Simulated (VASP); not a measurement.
A run of VASP 6.6.1:

Contents of INCAR:

```
SYSTEM = W
PREC     = Accurate       ! precision mode
ENCUT    = 520            ! plane-wave cutoff, eV
EDIFF    = 1E-7           ! SCF threshold, eV
ISMEAR   = 0              ! smearing method
SIGMA    = 0.15           ! smearing width, eV
LREAL    = .FALSE.        ! projectors in reciprocal space
LASPH    = .TRUE.         ! aspherical terms in the spheres
NELM     = 60             ! most SCF steps
ALGO     = Fast           ! electronic algorithm
ISIF     = 2              ! what is computed and relaxed
LWAVE    = .FALSE.        ! write WAVECAR
LCHARG   = .TRUE.         ! write CHGCAR
GGA      = PS             ! functional
LELF     = .TRUE.         ! ELF
LVHAR    = .TRUE.       
NBANDS   = 13             ! bands
```

KPOINTS

```
regular mesh
0
G
  20 20 20
  0 0 0
```

The input POSCAR:

```
W
1.0
    0.0000000000      2.0909000000      2.0300000000
    2.0909000000      0.0000000000      2.0300000000
    2.0909000000      2.0909000000      0.0000000000
W
1
Direct
    0.0000000000      0.0000000000      0.0000000000
```

Potentials or basis: VASP PAW PBE potentials, release 64 (W_sv).

The run is started by

```console
$ cat potpaw_PBE.64/W_sv/POTCAR > POTCAR
$ mpirun -np 1 vasp_std > vasp.out
```

Hardware: 1 thread of Intel Xeon 8259CL, with other jobs on the host.

Q: Estimate the wall time of this run.

A: Wall time 2.4 min on 1 thread of Intel Xeon 8259CL, on a shared host, peak memory 0.26 GiB. Counts: scf iterations 13, k points 641.
